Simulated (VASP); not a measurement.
# RbTi (CsCl type) (Pm-3m) in VASP: further runs, part 2 of 2

VASP 6.6.1.

**3. Electric field gradients, PBEsol (volume scaled by 1.04)**

INCAR reads:

```
SYSTEM = RbTi
PREC = Accurate ; ENCUT = 520
EDIFF = 1E-8 ; ISMEAR = -1
SIGMA = 0.03 ; LREAL = .FALSE.
LASPH = .TRUE. ; NELM = 80
ALGO = Normal ; ISIF = 2
LWAVE = .FALSE. ; LCHARG = .FALSE.
GGA = PS ; LEFG = .TRUE.
NBANDS = 18
```

KPOINTS reads:

```
Automatic mesh
0
G
  10 10 10
  0 0 0
```

POSCAR reads:

```
RbTi
1.0
    4.0591001343      0.0000000000      0.0000000000
    0.0000000000      4.0591001343      0.0000000000
    0.0000000000      0.0000000000      4.0591001343
Rb Ti
1 1
Direct
    0.0000000000      0.0000000000      0.0000000000
    0.5000000000      0.5000000000      0.5000000000
```

Potentials or basis: VASP PAW PBE potentials, release 64 (Rb_sv, Ti_sv).

Command:

```console
$ cat potpaw_PBE.64/Rb_sv/POTCAR potpaw_PBE.64/Ti_sv/POTCAR > POTCAR
$ mpirun -np 1 vasp_std > vasp.out
```

OUTCAR:

```text
SYSTEM = RbTi
   PREC = Accurate
   ENCUT = 520
   EDIFF = 1E-8
   ISMEAR = -1
   LREAL = .FALSE.
   LASPH = .TRUE.
   NELM = 80
   ISIF = 2
   GGA = PS

 ion  position               nearest neighbor table
   1  0.000  0.000  0.000-   2 3.52   2 3.52   2 3.52   2 3.52   2 3.52   2 3.52   2 3.52   2 3.52

   2  0.500  0.500  0.500-   1 3.52   1 3.52   1 3.52   1 3.52   1 3.52   1 3.52   1 3.52   1 3.52

  LATTYP: Found a simple cubic cell.
 ALAT       =     4.0591001343

  Lattice vectors:

 A1 = (   4.0591001343,   0.0000000000,   0.0000000000)
[... 717 lines left out ...]
  free  energy   TOTEN  =        -5.5128492251 eV

  energy  without entropy=       -5.5041606298  energy(sigma->0) =       -5.50850493

 Electric field gradients (V/A^2)
---------------------------------------------------------------------
 ion       V_xx      V_yy      V_zz      V_xy      V_xz      V_yz
---------------------------------------------------------------------
   1       0.000     0.000     0.000     0.000    -0.000     0.000
   2      -0.000    -0.000     0.000     0.000     0.000     0.000
---------------------------------------------------------------------

 Electric field gradients after diagonalization (V/A^2)
 (convention: |V_zz| > |V_xx| > |V_yy|)
----------------------------------------------------------------------
 ion       V_xx      V_yy      V_zz     asymmetry (V_yy - V_xx)/ V_zz
----------------------------------------------------------------------
   1       0.000     0.000     0.000      -0.027
   2      -0.000     0.000    -0.000      -0.385
----------------------------------------------------------------------

           NMR quadrupolar parameters

 Cq : quadrupolar parameter    Cq=e*Q*V_zz/h
 eta: asymmetry parameters     (V_yy - V_xx)/ V_zz
 Q  : nuclear electric quadrupole moment in mb (millibarn)
----------------------------------------------------------------------
 ion       Cq(MHz)       eta       Q (mb)
----------------------------------------------------------------------
   1       0.000      -0.027       1.000
   2      -0.000      -0.385       1.000
----------------------------------------------------------------------
```

OSZICAR:

```text
N       E                     dE             d eps       ncg     rms          rms(c)
DAV:   1     0.186385765315E+03    0.18639E+03   -0.10265E+04  2016   0.113E+03
DAV:   2     0.127039226027E+02   -0.17368E+03   -0.16929E+03  2064   0.317E+02
DAV:   3    -0.607737669156E+01   -0.18781E+02   -0.18488E+02  3634   0.869E+01
DAV:   4    -0.710621143052E+01   -0.10288E+01   -0.10244E+01  2386   0.172E+01
DAV:   5    -0.716275093061E+01   -0.56540E-01   -0.56526E-01  2900   0.313E+00    0.100E+01
DAV:   6    -0.647930868491E+01    0.68344E+00   -0.33725E+01  2254   0.242E+01    0.767E+00
DAV:   7    -0.553233109552E+01    0.94698E+00   -0.12752E+01  2280   0.152E+01    0.290E+00
DAV:   8    -0.553001590862E+01    0.23152E-02   -0.90709E-01  2240   0.435E+00    0.124E+00
DAV:   9    -0.551207547201E+01    0.17940E-01   -0.17464E-01  2250   0.217E+00    0.270E-01
DAV:  10    -0.551288889251E+01   -0.81342E-03   -0.51869E-03  2484   0.465E-01    0.675E-02
DAV:  11    -0.551285766034E+01    0.31232E-04   -0.85345E-04  2978   0.168E-01    0.366E-02
DAV:  12    -0.551284928536E+01    0.83750E-05   -0.67595E-05  2338   0.411E-02    0.143E-02
DAV:  13    -0.551284964496E+01   -0.35960E-06   -0.40353E-06  2302   0.155E-02    0.504E-03
DAV:  14    -0.551284921322E+01    0.43174E-06   -0.40449E-06  2716   0.963E-03    0.442E-04
DAV:  15    -0.551284922938E+01   -0.16165E-07   -0.11251E-07  2080   0.186E-03    0.262E-04
DAV:  16    -0.551284922509E+01    0.42942E-08   -0.97473E-09  1280   0.906E-04
   1 F= -.55128492E+01 E0= -.55085049E+01  d E =-.868860E-02
```

stdout:

```text
POSCAR found type information on POSCAR RbTi
 POSCAR found :  2 types and       2 ions
 scaLAPACK will be used
 -----------------------------------------------------------------------------
|                                                                             |
|                                                                             |
|     You enforced a specific xc type in the INCAR file but a different       |
|     I HOPE YOU KNOW WHAT YOU ARE DOING!                                     |
|                                                                             |
 -----------------------------------------------------------------------------

 LDA part: xc-table for (Slater+PW92), standard interpolation
 POSCAR, INCAR and KPOINTS ok, starting setup
 FFT: planning ... GRIDC
 FFT: planning ... GRID_SOFT
 FFT: planning ... GRID
 WAVECAR not read
 entering main loop
ion   1

ion   2
```

Run time: 41 s. Hardware: 1 thread of AMD EPYC 7R13 (Zen 3), shared host; peak memory 0.18 GiB.

What came out:

```yaml
Free_energy: -5.5128 eV
Pressure: -0.5 GPa
```

Caveat: the cell differs from its parent crystal (volume scaled by 1.04); without QUAD_EFG the Cq values of the log hold for a quadrupole moment of 1 mb, not for the nuclei; the PAW data sets were made with another functional, which shifts forces and pressure a little.

**4. Density of states, PBEsol**

This run uses another cell than the first one, of 32.15 Å³/atom, 0.962 times its volume.

POSCAR reads:

```
RbTi
1.0
    4.0063785807      0.0000000000      0.0000000000
    0.0000000000      4.0063785807      0.0000000000
    0.0000000000      0.0000000000      4.0063785807
Rb Ti
1 1
Direct
    0.0000000000      0.0000000000      0.0000000000
    0.5000000000      0.5000000000      0.5000000000
```

INCAR.step1 reads:

```
  ALGO = Normal
  EDIFF = 1E-7
  ENCUT = 520
  GGA = PS
  ISIF = 2
  ISMEAR = -1
  LASPH = T
  LCHARG = T
  LMAXMIX = 4
  LREAL = F
  LWAVE = F
  NBANDS = 18
  NELM = 100
  PREC = Accurate
  SIGMA = 0.03
```

KPOINTS.step1 reads:

```
k-points
0
Gamma
  10 10 10
```

INCAR.step2 reads:

```
  ALGO = Normal
  EDIFF = 1E-7
  ENCUT = 520
  GGA = PS
  ICHARG = 11
  ISIF = 2
  ISMEAR = -5
  LASPH = T
  LCHARG = F
  LMAXMIX = 4
  LORBIT = 10
  LREAL = F
  LWAVE = F
  NBANDS = 18
  NEDOS = 2001
  NELM = 100
  PREC = Accurate
  SIGMA = 0.03
```

KPOINTS.step2 reads:

```
k-points
0
Gamma
  15 15 15
```

Potentials or basis: VASP PAW PBE potentials, release 64 (Rb_sv, Ti_sv).

Command:

```console
$ cat potpaw_PBE.64/Rb_sv/POTCAR potpaw_PBE.64/Ti_sv/POTCAR > POTCAR
$ cp INCAR.step1 INCAR
$ cp KPOINTS.step1 KPOINTS
$ mpirun -np 1 vasp_std > vasp.out
$ cp INCAR.step2 INCAR
$ cp KPOINTS.step2 KPOINTS
$ mpirun -np 1 vasp_std > vasp.out
```

OUTCAR:

```text
EDIFF = 1E-7
   ENCUT = 520
   GGA = PS
   ICHARG = 11
   ISIF = 2
   ISMEAR = -5
   LASPH = T
   LORBIT = 10
   LREAL = F
   NELM = 100
   PREC = Accurate

 ion  position               nearest neighbor table
   1  0.000  0.000  0.000-   2 3.47   2 3.47   2 3.47   2 3.47   2 3.47   2 3.47   2 3.47   2 3.47

   2  0.500  0.500  0.500-   1 3.47   1 3.47   1 3.47   1 3.47   1 3.47   1 3.47   1 3.47   1 3.47

  LATTYP: Found a simple cubic cell.
 ALAT       =     4.0063785807

  Lattice vectors:

[... 698 lines left out ...]
  -------------------------------------------------------------------------------------
  Total       -0.1012510     -0.1012510     -0.1012510      0.0000000      0.0000000     -0.0000000
  in kB       -2.5226317     -2.5226317     -2.5226317      0.0000000      0.0000000     -0.0000000
  external PRESSURE =      -2.5226317 kB  Pullay stress =       0.0000000 kB

 VOLUME and BASIS-vectors are now :
 -----------------------------------------------------------------------------
  energy-cutoff  :      520.00
  volume of cell :       64.31
      direct lattice vectors                 reciprocal lattice vectors
     4.006378581  0.000000000  0.000000000     0.249601973  0.000000000  0.000000000
     0.000000000  4.006378581  0.000000000     0.000000000  0.249601973  0.000000000
     0.000000000  0.000000000  4.006378581     0.000000000  0.000000000  0.249601973

 POSITION                                       TOTAL-FORCE (eV/Angst)
 -----------------------------------------------------------------------------------
      0.00000      0.00000      0.00000         0.000000      0.000000      0.000000
      2.00319      2.00319      2.00319         0.000000      0.000000      0.000000
 -----------------------------------------------------------------------------------
    total drift:                                0.000000      0.000000      0.000000

  FREE ENERGIE OF THE ION-ELECTRON SYSTEM (eV)
  ---------------------------------------------------
  free  energy   TOTEN  =        -5.5101457013 eV

  energy  without entropy=       -5.5101457013  energy(sigma->0) =       -5.51014570

 total charge

# of ion       s       p       d       tot
------------------------------------------
    1        1.989   5.269   0.080   7.339
    2        2.234   5.974   1.841  10.049
--------------------------------------------------
tot          4.223  11.242   1.922  17.388
```

Wall time 2 min (1 thread of AMD EPYC 7R13 (Zen 3), shared host); peak memory 0.23 GiB.

Results:

```yaml
Valence_electrons_inside_the_program's_atomic_spheres: Rb 7.34; Ti 10.05
```

Levels at points of the mesh, in eV from the Fermi level:
```csv
k point,band 8,band 9,band 10,band 11,band 12,band 13,band 14,band 15
"(0.00, 0.00, 0.00)",-11.24,-3.63,-0.77,-0.77,0.64,0.64,0.64,4.29
```

Caveat: the PAW data sets were made with another functional, which shifts forces and pressure a little; tetrahedron occupations give inexact forces and stress in metals.
